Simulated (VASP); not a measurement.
# PbS (R-3m) in VASP: further runs, part 2 of 2

VASP 6.6.1. Earlier steps stand in the parts before.

## Step 3: Electric field gradients, LDA (equal xy, yz and zx shear strains of +3 %)

The input, INCAR:

```
SYSTEM = PbS
  PREC = Accurate
  ENCUT = 520
  EDIFF = 1E-8
  ISMEAR = -1
  SIGMA = 0.01
  LREAL = .False.
  LASPH = .True.
  NELM = 60
  ALGO = Normal
  ISIF = 2
  LWAVE = .False.
  LCHARG = .False.
  GGA = CA
  LEFG = .True.
  NBANDS = 17
```

The input, KPOINTS:

```
regular mesh
0
Gamma
  8 8 8
  0 0 0
```

The input, POSCAR:

```
PbS
1.0
    0.0889500000      3.0094750000      3.0094750000
    3.0094750000      0.0889500000      3.0094750000
    3.0094750000      3.0094750000      0.0889500000
Pb S
1 1
Direct
    0.0000000000      0.0000000000      0.0000000000
    0.5000000000      0.5000000000      0.5000000000
```

Potentials or basis: VASP PAW LDA potentials, release 64 (Pb_d, S).

The run is started by

```bash
> cat potpaw_LDA.64/Pb_d/POTCAR potpaw_LDA.64/S/POTCAR > POTCAR
> mpirun -np 1 vasp_std > vasp.out
```

OUTCAR:

```text
SYSTEM = PbS
   PREC = Accurate
   ENCUT = 520
   EDIFF = 1E-8
   ISMEAR = -1
   LREAL = .False.
   LASPH = .True.
   NELM = 60
   ISIF = 2
   GGA = CA

 ion  position               nearest neighbor table
   1  0.000  0.000  0.000-   2 2.97   2 2.97   2 2.97   2 2.97   2 2.97   2 2.97
   2  0.500  0.500  0.500-   1 2.97   1 2.97   1 2.97   1 2.97   1 2.97   1 2.97

  LATTYP: Found a trigonal (rhomboedric) cell.
 ALAT       =     4.2569697736
 COS(alpha) =     0.5293254421

  Lattice vectors:

 A1 = (   0.0889500000,   3.0094750000,   3.0094750000)
 A2 = (   3.0094750000,   0.0889500000,   3.0094750000)
 A3 = (   3.0094750000,   3.0094750000,   0.0889500000)

Analysis of symmetry for initial positions (statically):
=====================================================================
 Subroutine PRICEL returns:
 Original cell was already a primitive cell.

 Routine SETGRP: Setting up the symmetry group for a
 trigonal (rhombohedral) supercell.

 Subroutine GETGRP returns: Found 12 space group operations
 (whereof 12 operations were pure point group operations)
 out of a pool of 12 trial point group operations.

The static configuration has the point symmetry D_3d.

Analysis of symmetry for dynamics (positions and initial velocities):
=====================================================================
 Subroutine PRICEL returns:
 Original cell was already a primitive cell.

 Routine SETGRP: Setting up the symmetry group for a
 trigonal (rhombohedral) supercell.

 Subroutine GETGRP returns: Found 12 space group operations
 (whereof 12 operations were pure point group operations)
 out of a pool of 12 trial point group operations.

The dynamic configuration has the point symmetry D_3d.

 Subroutine INISYM returns: Found 12 space group operations
 (whereof 12 operations are pure point group operations),
 and found     1 'primitive' translations

----------------------------------------------------------------------------------------

                                     Primitive cell

  volume of cell :      52.0971

  direct lattice vectors                    reciprocal lattice vectors
     0.088950000  3.009475000  3.009475000    -0.173695330  0.168708861  0.168708861
     3.009475000  0.088950000  3.009475000     0.168708861 -0.173695330  0.168708861
     3.009475000  3.009475000  0.088950000     0.168708861  0.168708861 -0.173695330

  length of vectors
     4.256969774  4.256969774  4.256969774     0.295119344  0.295119344  0.295119344

  position of ions in fractional coordinates (direct lattice)
     0.000000000  0.000000000  0.000000000
     0.500000000  0.500000000  0.500000000

  ion indices of the primitive-cell ions
   primitive index   ion index
                 1           1
                 2           2

----------------------------------------------------------------------------------------

 KPOINTS: regular mesh

[... 73 lines left out ...]
   ISIF   =      2    stress and relaxation
   ISYM   =      2    0-nonsym 1-usesym 2-fastsym
   POTIM  = 0.5000    time-step for ionic-motion
   TEBEG  =    0.0;   TEEND  =   0.0 temperature during run
   PSTRESS=    0.0 pullay stress
   NELECT =      20.0000    total number of electrons
   NUPDOWN=      -1.0000    fix difference up-down
   EMIN   =  10.00;   EMAX   =-10.00  energy-range for DOS
   EFERMI =   0.00;   METHOD = LEGACY
   ISMEAR =    -1;   SIGMA  =   0.01  broadening in eV -4-tet -1-fermi 0-gaus
   EFERMI_NEDOS =   21; number of points for ismear=-14 and -15
   IALGO  =     38    algorithm
   IMIX   =      4    mixing-type and parameters
     AMIX     =   0.40;   BMIX     =  1.00
     AMIX_MAG =   1.60;   BMIX_MAG =  1.00
  volume/ion in A,a.u.               =      26.05       175.78
  Fermi-wavevector in a.u.,A,eV,Ry     =   1.189817  2.248428 19.261291  1.415665
  Thomas-Fermi vector in A             =   2.325916
   LORBIT       =      0    0 simple, 1 ext, 2 COOP (PROOUT), +10 PAW based schemes
   GGA     = CA    functional components
   LHFCALC =     F    Hartree Fock is set to
   AEXX    =    0.0000 exact exchange contribution
   IVDW    =     0    specifies the selected vdW correction
   LEPSILON=     F    determine dielectric tensor
   LRPA    =     F    only Hartree local field effects (RPA)
 non-spin polarized calculation
  energy-cutoff  :      520.00
  volume of cell :       52.10
 maximum number of plane-waves:      1438
   NGX = 15   NGY = 15   NGZ = 15

 number of electron      19.9999996 magnetization

 Free energy of the ion-electron system (eV)
  ---------------------------------------------------
  ext. energy  EPLUGINS =         0.00000000
  ---------------------------------------------------
  free energy    TOTEN  =        -9.97411678 eV

  energy without entropy =       -9.97404211  energy(sigma->0) =       -9.97407945

 E-fermi :   5.7012     XC(G=0): -10.0374

 val. band max:        5.5508040928   @ k =   0.5000   0.0000  -0.0000
 cond. band min:       5.7081555186   @ k =   0.5000   0.0000  -0.0000
 fundamental gap:      0.1573514258
 Fermi energy:         5.7012203439

 k-point     1 :       0.0000    0.0000    0.0000
  band No.  band energies     occupation
      1     -11.1771      2.00000
      2     -11.1771      2.00000
      3     -11.1676      2.00000
      4     -11.1537      2.00000
      5     -11.1537      2.00000
      6      -7.9660      2.00000
[... 457 lines left out ...]
      4     -11.1474      2.00000
      5     -11.1320      2.00000
      6      -7.1778      2.00000
[... 9 lines left out ...]
     16      14.7800      0.00000
     17      16.6347      0.00000

 [... further k-points ...]

------------------------ aborting loop because EDIFF is reached ----------------------------------------

  FORCE on cell =-STRESS in cart. coord.  units (eV):
  Direction    XX          YY          ZZ          XY          YZ          ZX
  --------------------------------------------------------------------------------------
  -------------------------------------------------------------------------------------
  Total       -0.8305135     -0.8305135     -0.8305135     -0.2050732     -0.2050732     -0.2050732
  in kB      -25.5413300    -25.5413300    -25.5413300     -6.3067512     -6.3067512     -6.3067512
  external PRESSURE =     -25.5413300 kB  Pullay stress =       0.0000000 kB

 VOLUME and BASIS-vectors are now :
 -----------------------------------------------------------------------------
  energy-cutoff  :      520.00
  volume of cell :       52.10
      direct lattice vectors                 reciprocal lattice vectors
     0.088950000  3.009475000  3.009475000    -0.173695330  0.168708861  0.168708861
     3.009475000  0.088950000  3.009475000     0.168708861 -0.173695330  0.168708861
     3.009475000  3.009475000  0.088950000     0.168708861  0.168708861 -0.173695330

 POSITION                                       TOTAL-FORCE (eV/Angst)
 -----------------------------------------------------------------------------------
      0.00000      0.00000      0.00000        -0.000000      0.000000     -0.000000
      3.05395      3.05395      3.05395         0.000000     -0.000000      0.000000
 -----------------------------------------------------------------------------------
    total drift:                                0.000000     -0.000000     -0.000000

  FREE ENERGIE OF THE ION-ELECTRON SYSTEM (eV)
  ---------------------------------------------------
  free  energy   TOTEN  =        -9.9741167837 eV

  energy  without entropy=       -9.9740421083  energy(sigma->0) =       -9.97407945

 Electric field gradients (V/A^2)
---------------------------------------------------------------------
 ion       V_xx      V_yy      V_zz      V_xy      V_xz      V_yz
---------------------------------------------------------------------
   1      -0.000     0.000    -0.000    -2.064    -2.064    -2.064
   2       0.000     0.000     0.000     5.107     5.107     5.107
---------------------------------------------------------------------

 Electric field gradients after diagonalization (V/A^2)
 (convention: |V_zz| > |V_xx| > |V_yy|)
----------------------------------------------------------------------
 ion       V_xx      V_yy      V_zz     asymmetry (V_yy - V_xx)/ V_zz
----------------------------------------------------------------------
   1       2.064     2.064    -4.129       0.000
   2      -5.107    -5.107    10.214       0.000
----------------------------------------------------------------------

           NMR quadrupolar parameters

 Cq : quadrupolar parameter    Cq=e*Q*V_zz/h
 eta: asymmetry parameters     (V_yy - V_xx)/ V_zz
 Q  : nuclear electric quadrupole moment in mb (millibarn)
----------------------------------------------------------------------
 ion       Cq(MHz)       eta       Q (mb)
----------------------------------------------------------------------
   1      -0.010       0.000       1.000
   2       0.025       0.000       1.000
----------------------------------------------------------------------
```

Run time: 44 s. Hardware: 1 thread of Intel Xeon 8259CL, shared host; peak memory 0.19 GiB.

Results:

| Property | Result |
| --- | --- |
| Free energy | -9.9741 eV |
| Pressure | -2.6 GPa |
| Band gap on the k mesh | zero (bands 10 and 11 overlap by 0.08 eV) |
| Largest electric field gradient by atom | Pb -4.1; S +10.2 V/Å² |

Levels at points of the mesh, in eV from the Fermi level:
```
           k point  band 8  band 9  band 10  band 11  band 12  band 13
(0.00, 0.00, 0.00)   -2.49   -2.14    -2.14     4.99     4.99     5.00
(0.50, 0.00, 0.00)   -1.95   -1.82    -0.15     0.01     1.60     1.76
(0.50, 0.50, 0.00)   -5.35   -3.70    -3.41     3.65     5.15     5.45
(0.50, 0.50, 0.50)   -1.73   -1.73     0.08     0.35     2.01     2.01
```

Electric field gradients, principal values (V/Å²):
| atom | least | middle | greatest (by size) |
| --- | --- | --- | --- |
| 1 Pb | 2.064 | 2.064 | -4.129 |
| 2 S | -5.107 | -5.107 | 10.214 |

Caveat: the cell differs from its parent crystal (equal xy, yz and zx shear strains of +3 %); semilocal functionals underestimate gaps, so a narrow gap can read as zero; without QUAD_EFG the Cq values of the log hold for a quadrupole moment of 1 mb, not for the nuclei; spin-orbit coupling is left out, which moves the levels of the heavy elements.
